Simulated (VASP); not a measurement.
A run of VASP 6.6.1 is set up as follows.

File POSCAR:

```
Ag
1.0
   -1.4569494871      1.4569494871      1.4569494871
    1.4569494871     -1.4569494871      1.4569494871
    1.4569494871      1.4569494871     -1.4569494871
Ag
1
Direct
    0.0000000000      0.0000000000      0.0000000000
```

INCAR.step1

```
PREC = Accurate ; ENCUT = 520
ISMEAR = 0 ; SIGMA = 0.1
LREAL = False ; LASPH = True
NELM = 80 ; NBANDS = 12
GGA = PE ; ALGO = Normal
EDIFF = 1E-4 ; LWAVE = True
LCHARG = False
```

Contents of INCAR.step2:

```
PREC = Accurate ; ENCUT = 520
EDIFF = 1E-6 ; ISMEAR = 0
SIGMA = 0.1 ; LREAL = False
LASPH = True ; NELM = 80
ALGO = Normal ; ISIF = 2
LWAVE = False ; LCHARG = False
METAGGA = R2SCAN ; LMIXTAU = True
NBANDS = 12 ; ISTART = 1
```

Contents of KPOINTS:

```
Automatic mesh
0
Gamma
  20 20 20
```

Potentials or basis: VASP PAW PBE potentials, release 64 (Ag).

The run is started by

```sh
$ cat potpaw_PBE.64/Ag/POTCAR > POTCAR
$ cp INCAR.step1 INCAR
$ mpirun -np 1 vasp_std > vasp.out
$ cp INCAR.step2 INCAR
$ mpirun -np 1 vasp_std > vasp.out
```

What does it give for the pressure?

91.7 GPa.

What does it give for the band gap on the k mesh?

Zero (an odd number of electrons rules out a gap without spin polarisation).

Caveat: the cell stands under pressure; the PAW data sets were made with another functional, which shifts forces and pressure a little.
